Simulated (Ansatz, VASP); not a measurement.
## One calculation of InSb, two programs

Contents of INCAR:

```
SYSTEM = InSb
  PREC = Accurate
  ENCUT = 520
  EDIFF = 1E-8
  ISMEAR = -1
  SIGMA = 0.03
  LREAL = .FALSE.
  LASPH = .TRUE.
  NELM = 60
  ALGO = Normal
  ISIF = 2
  LWAVE = .FALSE.
  LCHARG = .FALSE.
  GGA = PE
  LEFG = .TRUE.
  NBANDS = 16
```

The input KPOINTS:

```
regular mesh
0
G
  10 10 10
  0 0 0
```

Contents of POSCAR:

```
InSb
1.0
    0.0000000000      3.2282668087      3.2282668087
    3.2282668087      0.0000000000      3.2282668087
    3.2282668087      3.2282668087      0.0000000000
In Sb
1 1
Direct
    0.0000000000      0.0000000000      0.0000000000
    0.7500000000      0.7500000000      0.7500000000
```

Input for Ansatz:

```yaml
crystal:
  lattice:
    - [0.0, 3.2282668087, 3.2282668087]
    - [3.2282668087, 0.0, 3.2282668087]
    - [3.2282668087, 3.2282668087, 0.0]
  atoms:
    - { symbol: In, position: [0.0, 0.0, 0.0] }
    - { symbol: Sb, position: [0.75, 0.75, 0.75] }
kpoints:
  mp_grid: { grid: [10, 10, 10] }
scf:
  occupations: { method: fermi_dirac, width: 0.03 }
hamiltonian:
  xc: pbe
  pseudopotentials: { kind: all_electron, datasets: crystal }
output:
  forces: true
  stress: true
  eigenvalues: true
  efg: { contact_densities: true }
```

Change from the starting cell: volume scaled by 0.99, crystal datasets.

Alike in both runs: task electric field gradients; functional PBE; k mesh 10 × 10 × 10; occupations fermi-dirac, width 0.03 eV; no spin polarisation.

```csv
,VASP,Ansatz
version,VASP 6.6.1,Ansatz 0.2.0
potentials or method,"VASP PAW PBE potentials, release 64 (In_d, Sb), cutoff 520 eV","all-electron PAW with datasets made for the crystal, scalar-relativistic"
```

```csv
,VASP,Ansatz,Ansatz less VASP
pressure (GPa),3.7,3.7,+0.03
```

Ansatz ran all-electron here, and VASP with PAW potentials.

Neither program's run includes spin-orbit coupling.
